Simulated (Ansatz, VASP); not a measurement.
**Two plane-wave programs on As**

```
As
1.0
     1.93614    1.11783    3.53806
    -1.93614    1.11783    3.53806
     0.00000   -2.23566    3.53806
As
2
Cartesian
  0.0000 0.0000 2.4151
  0.0000 0.0000 8.1990
```

Change from the starting cell: strain +0.030 along x and y, +0.015 along z, atoms carried along.

Alike in both runs: task single point; functional PBEsol; k mesh 18 × 18 × 18; occupations gaussian, width 0.15 eV; no spin polarisation.

```csv
,VASP,Ansatz
version,VASP 6.6.1,Ansatz 0.2.0
potentials or method,"VASP PAW PBE potentials, release 64 (As), cutoff 520 eV","scalar-relativistic, plane waves, PAW"
valence electrons in the cell,10,30
```

Ansatz gave:

- gap on the k mesh at the Fermi level (eV): none
- pressure (GPa): -5.0
- traceless stress, the component that is largest in VASP (GPa): 1.00
- rms of the force components (eV/Å): 0.136

**Question.** Estimate VASP's values.

**Answer.** gap on the k mesh at the Fermi level (eV): none; pressure (GPa): -4.8; traceless stress, the component that is largest in VASP (GPa): 0.92; rms of the force components (eV/Å): 0.110.

VASP's potentials were made for PBE, not for PBEsol. Atom by atom the forces differ by 0.026 eV/Å (rms over components). A gap of «none» marks a metal or a gap that the smearing closes. VASP's potentials hold 10 valence electrons a cell and Ansatz's 30, so a difference there can come from the potentials and not from the codes.
